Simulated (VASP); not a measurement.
# SiC (Moissanite 3C): single point with RPBE+D4

The system is SiC (Moissanite 3C).

```
CELL_PARAMETERS angstrom
0.00000 2.19343 2.19343
2.19343 0.00000 2.19343
2.19343 2.19343 0.00000
ATOMIC_POSITIONS crystal
Si 0.00000 0.00000 0.00000
C 0.75000 0.75000 0.75000
```

```
Program                : VASP 6.6.1
Task                   : single point
Functional             : RPBE
Dispersion             : D4
Potentials or basis    : VASP PAW PBE potentials, release 64 (Si, C)
Cutoff                 : 600 eV
k mesh                 : 10 × 10 × 10
Occupations            : fermi-dirac, width 0.05 eV
Spin                   : no spin polarisation
Dipole correction      : no
Further INCAR settings : ALGO = Normal; EDIFF = 1e-06; NBANDS = 11
```

The pressure is -8.1 GPa, the band gap on the k mesh is 1.38 eV, indirect (least direct gap 4.52 eV) and the dispersion energy per atom is -0.702 eV.

Levels at points of the mesh, in eV from the valence-band top:
| k point | band 1 | band 2 | band 3 | band 4 | band 5 | band 6 | band 7 | band 8 |
| --- | --- | --- | --- | --- | --- | --- | --- | --- |
| (0.00, 0.00, 0.00) | -15.27 | 0.00 | 0.00 | 0.00 | 6.02 | 7.22 | 7.22 | 7.22 |
| (0.50, 0.00, 0.00) | -11.79 | -8.41 | -1.04 | -1.04 | 5.30 | 7.17 | 7.17 | 10.00 |
| (0.50, 0.50, 0.00) | -10.38 | -7.71 | -3.14 | -3.14 | 1.38 | 4.32 | 13.88 | 13.88 |

Wall time 13 s on 1 thread of Intel(R) Xeon(R) Platinum 8488C (Sapphire Rapids), with other jobs on the host, peak memory 0.15 GiB.

Caveat: the PAW data sets were made with another functional, which shifts forces and pressure a little. A k mesh can miss the band edges.
